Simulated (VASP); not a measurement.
Wanted: the native input for a VASP 6.6.1 run.

```
Task                   : relaxation of cell and atoms
Functional             : PBE
Potentials or basis    : VASP PAW PBE potentials, release 64 (Zr_sv, Zn, N)
Cutoff                 : 600 eV
k mesh                 : 6 × 6 × 6
Occupations            : gaussian, width 0.1 eV
Spin                   : no spin polarisation
Dipole correction      : no
Further INCAR settings : ALGO = Normal; EDIFF = 1e-07; IBRION = 2; EDIFFG = -0.04; NSW = 90; ISIF = 3
```

The structure of ZrZn4N lies in POSCAR:

```
ZrZn4N
1.0
    5.2503423032      0.0000000000      0.0000000000
   -2.6251711516      4.5469298131      0.0000000000
    0.0000000000      0.0000000000      3.6956219719
Zr Zn N
1 4 1
Direct
    0.0000000000      0.0000000000      0.0000000000
    0.6666666667      0.3333333333      0.0000000000
    0.0156853675      0.5078426837      0.5000000000
    0.4921573163      0.5078426837      0.5000000000
    0.4921573163      0.9843146325      0.5000000000
    0.3333333333      0.6666666667      0.0000000000
```

The cell was generated, and may not be a known phase.

One way to write it, as run:

INCAR

```
PREC = Accurate
ENCUT = 600
EDIFF = 1E-7
ISMEAR = 0
SIGMA = 0.1
LREAL = False
LASPH = True
NELM = 100
ALGO = Normal
ISIF = 3
LWAVE = False
LCHARG = False
GGA = PE
IBRION = 2
NSW = 90
EDIFFG = -0.04
```

KPOINTS

```
regular mesh
0
Gamma
  6 6 6
```

Potentials or basis: VASP PAW PBE potentials, release 64 (Zr_sv, Zn, N).

Command:

```sh
$ cat potpaw_PBE.64/Zr_sv/POTCAR potpaw_PBE.64/Zn/POTCAR potpaw_PBE.64/N/POTCAR > POTCAR
$ mpirun -np 1 vasp_std > vasp.out
```

It gave:

```
Relaxed volume                        : 14.79 Å³/atom
Relaxed cell                          : a = 5.264 Å, b = 5.264 Å, c = 3.698 Å, α = 90.00°, β = 90.00°, γ = 120.00°
Space group after relaxing (to 0.1 Å) : P-6m2 (No. 187)
Energy gained by relaxing             : 0.1 meV/atom
Ionic steps                           : 2
Pressure after relaxing               : -0.2 GPa
Largest force after relaxing          : 0.014 eV/Å
Band gap on the k mesh                : zero (an odd number of electrons rules out a gap without spin polarisation)
```

Wall time 2.6 min on 1 thread of Intel(R) Xeon(R) Platinum 8488C (Sapphire Rapids), with other jobs on the host, peak memory 0.29 GiB.
